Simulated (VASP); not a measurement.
# In (Fm-3m) in VASP: further runs

The runs below take In through single point, with PBE.

Program: VASP 6.6.1. These are calculated values, not measurements. Logs are shortened: lines on timing, memory, paths and dates and some standing lists are left out, and cuts for length are marked.

### Step 1. The cell of the first run

It takes space group Fm-3m (No. 225, cubic). The conventional cell has a = 4.792 Å, b = 4.792 Å, c = 4.792 Å, α = 90.00°, β = 90.00°, γ = 90.00°. In (site symmetry m-3m) has 12 In at 3.39 Å within 4.5 Å.

This isn't the form of In at room conditions, which is tetragonal.

### Step 2. Single point, PBE

Contents of INCAR:

```
ALGO = Normal
EDIFF = 1E-6
ENCUT = 520
GGA = PE
ISIF = 2
ISMEAR = -1
LASPH = True
LCHARG = False
LREAL = False
LWAVE = False
NBANDS = 26
NELM = 100
PREC = Accurate
SIGMA = 0.08
```

Contents of KPOINTS:

```
k-points
0
Gamma
  14 14 5
```

Contents of POSCAR:

```
In
1.0
    0.0000000000      2.3961454330     -2.3961454330
   -2.3961454330      0.0000000000      2.3961454330
    4.7922908660      4.7922908660      4.7922908660
In
3
Direct
    0.0000000000      0.0000000000      0.0000000000
    0.3333333330      0.6666666670      0.3333333330
    0.6666666670      0.3333333330      0.6666666670
```

Potentials or basis: VASP PAW PBE potentials, release 64 (In_d).

Started as:

```console
cat potpaw_PBE.64/In_d/POTCAR > POTCAR
mpirun -np 1 vasp_std > vasp.out
```

OUTCAR:

```text
EDIFF = 1E-6
   ENCUT = 520
   GGA = PE
   ISIF = 2
   ISMEAR = -1
   LASPH = True
   LREAL = False
   NELM = 100
   PREC = Accurate

 ion  position               nearest neighbor table
   1  0.000  0.000  0.000-   2 3.39   3 3.39   3 3.39   2 3.39   3 3.39   2 3.39
   2  0.333  0.667  0.333-   1 3.39   1 3.39   1 3.39   3 3.39   3 3.39   3 3.39
   3  0.667  0.333  0.667-   1 3.39   1 3.39   1 3.39   2 3.39   2 3.39   2 3.39

  LATTYP: Found a hexagonal cell.
 ALAT       =     3.3886613688
 C/A-ratio  =     2.4494897428

  Lattice vectors:

 A1 = (   0.0000000000,   2.3961454330,  -2.3961454330)
 A2 = (  -2.3961454330,   0.0000000000,   2.3961454330)
 A3 = (   4.7922908660,   4.7922908660,   4.7922908660)

Analysis of symmetry for initial positions (statically):
=====================================================================
 Subroutine PRICEL returns following result:

  LATTYP: Found a face centered cubic cell.
 ALAT       =     4.7922908612

  Lattice vectors:

 A1 = (   2.3961454306,   2.3961454306,   0.0000000000)
 A2 = (  -0.0000000024,   2.3961454306,   2.3961454330)
 A3 = (   2.3961454378,   0.0000000048,   2.3961454330)

   3 primitive cells build up your supercell.

 Routine SETGRP: Setting up the symmetry group for a
 hexagonal supercell.

 Subroutine GETGRP returns: Found 12 space group operations
 (whereof 12 operations were pure point group operations)
 out of a pool of 24 trial point group operations.

The static configuration has the point symmetry D_3d.

Analysis of symmetry for dynamics (positions and initial velocities):
=====================================================================
 Subroutine PRICEL returns following result:

  LATTYP: Found a face centered cubic cell.
 ALAT       =     4.7922908612

  Lattice vectors:

 A1 = (   2.3961454306,   2.3961454306,   0.0000000000)
 A2 = (  -0.0000000024,   2.3961454306,   2.3961454330)
 A3 = (   2.3961454378,   0.0000000048,   2.3961454330)

   3 primitive cells build up your supercell.

 Routine SETGRP: Setting up the symmetry group for a
 hexagonal supercell.

 Subroutine GETGRP returns: Found 12 space group operations
 (whereof 12 operations were pure point group operations)
 out of a pool of 24 trial point group operations.

The dynamic configuration has the point symmetry D_3d.

 Subroutine INISYM returns: Found 12 space group operations
 (whereof 12 operations are pure point group operations),
 and found     3 'primitive' translations

----------------------------------------------------------------------------------------

                                     Primitive cell

  volume of cell :      27.5150

  direct lattice vectors                    reciprocal lattice vectors
     2.396145431  2.396145431  0.000000000     0.208668469  0.208668470 -0.208668470
    -0.000000002  2.396145431  2.396145433    -0.208668469  0.208668469  0.208668469
     2.396145438  0.000000005  2.396145433     0.208668469 -0.208668469  0.208668469

  length of vectors
     3.388661365  3.388661367  3.388661372     0.361424391  0.361424391  0.361424391

  position of ions in fractional coordinates (direct lattice)
     0.000000000  0.000000000  0.000000000

  ion indices of the primitive-cell ions
   primitive index   ion index
                 1           1

----------------------------------------------------------------------------------------

 KPOINTS: k-points

Automatic generation of k-mesh.
 Grid dimensions read from file:
 generate k-points for:   14   14    5

 Generating k-lattice:

  Cartesian coordinates                     Fractional coordinates (reciprocal lattice)
    -0.009936594  0.019873188 -0.009936594     0.071428571  0.000000000  0.000000000
    -0.019873188  0.009936594  0.009936594     0.000000000  0.071428571  0.000000000
     0.013911231  0.013911231  0.013911231     0.000000000  0.000000000  0.200000000

  Length of vectors
     0.024339585  0.024339585  0.024094959

  Shift w.r.t. Gamma in fractional coordinates (k-lattice)
     0.000000000  0.000000000  0.000000000

 Subroutine IBZKPT returns following result:
 ===========================================

 Found    104 irreducible k-points:

 Following reciprocal coordinates:
            Coordinates               Weight
  0.000000  0.000000  0.000000      1.000000
  0.071429  0.000000  0.000000      6.000000
  0.142857  0.000000  0.000000      6.000000
  0.214286  0.000000  0.000000      6.000000
  0.285714  0.000000  0.000000      6.000000
  0.357143  0.000000  0.000000      6.000000
[... 16 lines left out ...]
  0.285714  0.285714  0.000000      6.000000
  0.357143  0.285714  0.000000      6.000000
 [... further k-points ...]
   k-points           NKPTS =    104   k-points in BZ     NKDIM =    104   number of bands    NBANDS=     26
   number of dos      NEDOS =    301   number of ions     NIONS =      3
   total plane-waves  NPLWV =  50176
   dimension x,y,z NGX =    28 NGY =   28 NGZ =   64
   dimension x,y,z NGXF=    56 NGYF=   56 NGZF=  128
   ions per type =               3
   NGX,Y,Z   is equivalent  to a cutoff of  13.74, 13.74, 12.82 a.u.
   NGXF,Y,Z  is equivalent  to a cutoff of  27.47, 27.47, 25.64 a.u.
 SYSTEM =  unknown system
   PREC   = accura    normal or accurate (medium, high low for compatibility)
   ISTART =      0    job   : 0-new  1-cont  2-samecut
   ICHARG =      2    charge: 1-file 2-atom 10-const
   ISPIN  =      1    spin polarized calculation?
   LNONCOLLINEAR =      F non collinear calculations
   LSORBIT =      F    spin-orbit coupling
   LASPH  =      T    aspherical Exc in radial PAW
   ENCUT  =  520.0 eV  38.22 Ry    6.18 a.u.   6.30  6.30 15.43*2*pi/ulx,y,z
   NELM   =    100;   NELMIN=  2; NELMDL= -5     # of ELM steps
   EDIFF  = 0.1E-05   stopping-criterion for ELM
   LREAL  =      F    real-space projection
   EDIFFG = 0.1E-04   stopping-criterion for IOM
   NSW    =      0    number of steps for IOM
   IBRION =     -1    ionic relax: 0-MD 1-quasi-New 2-CG
   NFREE  =      0    steps in history (QN), initial steepest desc. (CG)
   ISIF   =      2    stress and relaxation
   ISYM   =      2    0-nonsym 1-usesym 2-fastsym
   POTIM  = 0.5000    time-step for ionic-motion
   TEBEG  =    0.0;   TEEND  =   0.0 temperature during run
   PSTRESS=    0.0 pullay stress
   NELECT =      39.0000    total number of electrons
   NUPDOWN=      -1.0000    fix difference up-down
   EMIN   =  10.00;   EMAX   =-10.00  energy-range for DOS
   EFERMI =   0.00;   METHOD = LEGACY
   ISMEAR =    -1;   SIGMA  =   0.08  broadening in eV -4-tet -1-fermi 0-gaus
   EFERMI_NEDOS =   21; number of points for ismear=-14 and -15
   IALGO  =     38    algorithm
   IMIX   =      4    mixing-type and parameters
     AMIX     =   0.40;   BMIX     =  1.00
     AMIX_MAG =   1.60;   BMIX_MAG =  1.00
  volume/ion in A,a.u.               =      27.52       185.68
  Fermi-wavevector in a.u.,A,eV,Ry     =   1.275066  2.409526 22.120272  1.625794
  Thomas-Fermi vector in A             =   2.407799
   LORBIT       =      0    0 simple, 1 ext, 2 COOP (PROOUT), +10 PAW based schemes
   GGA     = PE    functional components
   LHFCALC =     F    Hartree Fock is set to
   AEXX    =    0.0000 exact exchange contribution
   IVDW    =     0    specifies the selected vdW correction
   LEPSILON=     F    determine dielectric tensor
   LRPA    =     F    only Hartree local field effects (RPA)
 non-spin polarized calculation
  energy-cutoff  :      520.00
  volume of cell :       82.55
 maximum number of plane-waves:      2242
 NGX is ok and might be reduce to    28
   NGX = 13   NGY = 13   NGZ = 31

 number of electron      39.0000002 magnetization

 Free energy of the ion-electron system (eV)
  ---------------------------------------------------
  ext. energy  EPLUGINS =         0.00000000
  ---------------------------------------------------
  free energy    TOTEN  =        -7.69824488 eV

  energy without entropy =       -7.66828214  energy(sigma->0) =       -7.68326351

 E-fermi :   6.9695     XC(G=0): -10.0166

 val. band max:        6.9658067011   @ k =  -0.1429   0.4286   0.4000
 cond. band min:       6.9736265469   @ k =  -0.1429   0.4286   0.4000
 fundamental gap:      0.0078198458
 Fermi energy:         6.9694656019

 k-point     1 :       0.0000    0.0000    0.0000
  band No.  band energies     occupation
      1      -7.6562      2.00000
      2      -7.6562      2.00000
      3      -7.6238      2.00000
      4      -7.6238      2.00000
      5      -7.6233      2.00000
      6      -7.5981      2.00000
[... 18 lines left out ...]
     25      17.0855      0.00000
     26      17.0857      0.00000

 k-point     2 :       0.0714    0.0000    0.0000
  band No.  band energies     occupation
      1      -7.6562      2.00000
      2      -7.6499      2.00000
      3      -7.6263      2.00000
      4      -7.6160      2.00000
      5      -7.6155      2.00000
      6      -7.5984      2.00000
[... 18 lines left out ...]
     25      15.9985      0.00000
     26      16.6983      0.00000

 k-point     3 :       0.1429    0.0000    0.0000
  band No.  band energies     occupation
      1      -7.6721      2.00000
      2      -7.6335      2.00000
      3      -7.6299      2.00000
      4      -7.6048      2.00000
      5      -7.5974      2.00000
      6      -7.5951      2.00000
[... 18 lines left out ...]
     25      15.5589      0.00000
     26      15.9082      0.00000

 k-point     4 :       0.2143    0.0000    0.0000
  band No.  band energies     occupation
      1      -7.7040      2.00000
      2      -7.6439      2.00000
      3      -7.6230      2.00000
      4      -7.6033      2.00000
      5      -7.5971      2.00000
      6      -7.5793      2.00000
[... 18 lines left out ...]
     25      14.9360      0.00000
     26      15.0929      0.00000
[... 496 lines left out ...]
      1      -7.7391      2.00000
      2      -7.6674      2.00000
      3      -7.6506      2.00000
      4      -7.6427      2.00000
      5      -7.5720      2.00000
      6      -7.5698      2.00000
[... 18 lines left out ...]
     25      11.5304      0.00000
     26      12.1202      0.00000

 k-point    23 :       0.2857    0.2857    0.0000
  band No.  band energies     occupation
      1      -7.7036      2.00000
      2      -7.7036      2.00000
      3      -7.6563      2.00000
      4      -7.5807      2.00000
      5      -7.5807      2.00000
      6      -7.5460      2.00000
[... 18 lines left out ...]
     25      11.8069      0.00000
     26      11.8069      0.00000

 k-point    24 :       0.3571    0.2857    0.0000
  band No.  band energies     occupation
      1      -7.7125      2.00000
      2      -7.6822      2.00000
      3      -7.6822      2.00000
      4      -7.5786      2.00000
      5      -7.5237      2.00000
      6      -7.5237      2.00000
[... 18 lines left out ...]
     25      12.1918      0.00000
     26      12.7656      0.00000

 [... further k-points ...]

------------------------ aborting loop because EDIFF is reached ----------------------------------------

  FORCE on cell =-STRESS in cart. coord.  units (eV):
  Direction    XX          YY          ZZ          XY          YZ          ZX
  --------------------------------------------------------------------------------------
  -------------------------------------------------------------------------------------
  Total       -0.0499077     -0.0499077     -0.0499077      0.0165184      0.0165184      0.0165184
  in kB       -0.9686957     -0.9686957     -0.9686957      0.3206177      0.3206177      0.3206177
  external PRESSURE =      -0.9686957 kB  Pullay stress =       0.0000000 kB

 VOLUME and BASIS-vectors are now :
 -----------------------------------------------------------------------------
  energy-cutoff  :      520.00
  volume of cell :       82.55
      direct lattice vectors                 reciprocal lattice vectors
     0.000000000  2.396145433 -2.396145433    -0.139112313  0.278224626 -0.139112313
    -2.396145433  0.000000000  2.396145433    -0.278224626  0.139112313  0.139112313
     4.792290866  4.792290866  4.792290866     0.069556156  0.069556156  0.069556156

 POSITION                                       TOTAL-FORCE (eV/Angst)
 -----------------------------------------------------------------------------------
      0.00000      0.00000      0.00000        -0.000000     -0.000000     -0.000000
     -0.00000      2.39615      2.39615        -0.000000     -0.000000     -0.000000
      2.39615      4.79229      2.39615         0.000000      0.000000      0.000000
 -----------------------------------------------------------------------------------
    total drift:                               -0.000000      0.000000      0.000000

  FREE ENERGIE OF THE ION-ELECTRON SYSTEM (eV)
  ---------------------------------------------------
  free  energy   TOTEN  =        -7.6982448816 eV

  energy  without entropy=       -7.6682821363  energy(sigma->0) =       -7.68326351
```

Run time: 72 s. Hardware: 1 thread of Intel Xeon 6975P-C (Granite Rapids), shared host; peak memory 0.31 GiB.

What came out:

* Free energy: -7.6982 eV
* Pressure: -0.1 GPa
* Band gap on the k mesh: zero (an odd number of electrons rules out a gap without spin polarisation)

Caveat: spin-orbit coupling is left out, which moves the levels of the heavy elements.

(Continued in part 2 of 2.)
